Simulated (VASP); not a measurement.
A run of VASP 6.6.1:

The input INCAR:

```
SYSTEM = H18CO10
PREC = Accurate ; ENCUT = 910
EDIFF = 1E-6 ; ISMEAR = -1
SIGMA = 0.05 ; LREAL = Auto
LASPH = .TRUE. ; NELM = 120
ALGO = Normal ; ISIF = 2
LWAVE = .FALSE. ; LCHARG = .FALSE.
NBANDS = 61 ; GGA_COMPAT = .FALSE.
```

The input KPOINTS:

```
Automatic mesh
0
G
  1 1 1
  0 0 0
```

The input POSCAR:

```
H18CO10
1.0
    6.9333820000      0.0000000000      0.0000000000
    0.0000000000      6.9333820000      0.0000000000
    0.0000000000      0.0000000000      6.9333820000
O H C
10 18 1
Direct
    0.8940369938      0.2392194747      1.0022958493
    0.7625715704      1.0456657372      0.7273795097
    0.5833372516      0.7179901526      0.4447036093
    0.9134935880      0.2329887492      0.3715502766
    0.1046963805      0.5028858932      0.4692947828
    0.2525895732      0.1865900364     -0.0767302306
    0.3573724915      0.8279220732      0.6988220179
    0.9849594325      0.7419467152      0.6851634599
    0.4625159843      0.5244193959      0.8460229077
    0.5959429323      0.6886682430      1.0872760220
    0.8298980209      0.1508499027      0.8975994688
    1.0371561815      0.2275080185      0.9972045389
    0.6356205384      0.9786565921      0.7383553942
    0.8630852880      0.9382001453      0.7189709149
    0.6918845666      0.6974951041      0.5254001582
    0.6141303047      0.7059325449      0.3046853613
    0.8635612462      0.1405230521      0.4690351693
    0.8648593140      0.1963111220      0.2387146706
    0.2120321655      0.4562708358      0.5432846481
    0.0258027035      0.3860597902      0.4238912554
    0.3201035224      0.3081036066     -0.1223068338
    0.2922383333      0.0772783037     -0.1559556361
    0.2137484996      0.8252393998      0.6774183220
    0.4444439957      0.7846819921      0.5759382650
    1.0231370491      0.6303273064      0.5688421610
    0.9727431721      0.6645962966      0.8013405291
    0.4057038830      0.6649424480      0.7816531672
    0.5738469336      0.3944683850      1.0770934012
    0.5517942038      0.5413375464      1.0157092167
```

Potentials or basis: VASP PAW LDA potentials, release 64 (O_h, H_h, C_h).

Command:

```console
$ cat potpaw_LDA.64/O_h/POTCAR potpaw_LDA.64/H_h/POTCAR potpaw_LDA.64/C_h/POTCAR > POTCAR
$ mpirun -np 1 vasp_gam > vasp.out
```

Hardware: 1 thread of Intel(R) Xeon(R) Platinum 8559C (Emerald Rapids), with other jobs on the host.

How long does it take, and how much memory?

It took 58 s on 1 thread of Intel(R) Xeon(R) Platinum 8559C (Emerald Rapids), on a shared host, peak memory 0.51 GiB. Counts: scf iterations 18, k points 1.
